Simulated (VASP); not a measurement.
Zn: single point with PBE

The system is Zn.

```
Zn
1.0
    -1.71410    1.71410    1.31314
     1.71410   -1.71410    1.31314
     1.71410    1.71410   -1.31314
Zn
1
Direct
  0.00000 0.00000 0.00000
```

```json
{
 "Program": "VASP 6.6.1",
 "Task": "single point",
 "Functional": "PBE",
 "Potentials or basis": "VASP PAW PBE potentials, release 64 (Zn)",
 "Cutoff": "500 eV",
 "k mesh": "10 × 10 × 10",
 "Occupations": "gaussian, width 0.1 eV",
 "Spin": "no spin polarisation"
}
```

```json
{
 "Pressure": "0.4 GPa",
 "Band gap on the k mesh": "zero (bands 6 and 7 overlap by 5.65 eV)"
}
```

Stress tensor (GPa, compression positive):
```
0.37 0.00 0.00
0.00 0.37 0.00
0.00 0.00 0.45
```

Levels at points of the mesh, in eV from the Fermi level:
```
           k point  band 4  band 5  band 6  band 7  band 8  band 9
(0.00, 0.00, 0.00)   -7.53   -7.53   -7.22   14.69   14.69   17.53
(0.50, 0.00, 0.00)   -7.07   -7.00   -1.95    0.33   10.01   10.86
(0.50, 0.50, 0.00)   -7.43   -7.03   -3.51   -2.68   16.51   18.19
(0.50, 0.50, 0.50)   -7.08   -7.02    1.76    1.76    4.22    6.60
```

Wall time 14 s on 1 thread of AMD EPYC 7R43 64-Core Processor (Zen 3) (shared host), peak memory 0.1 GiB.
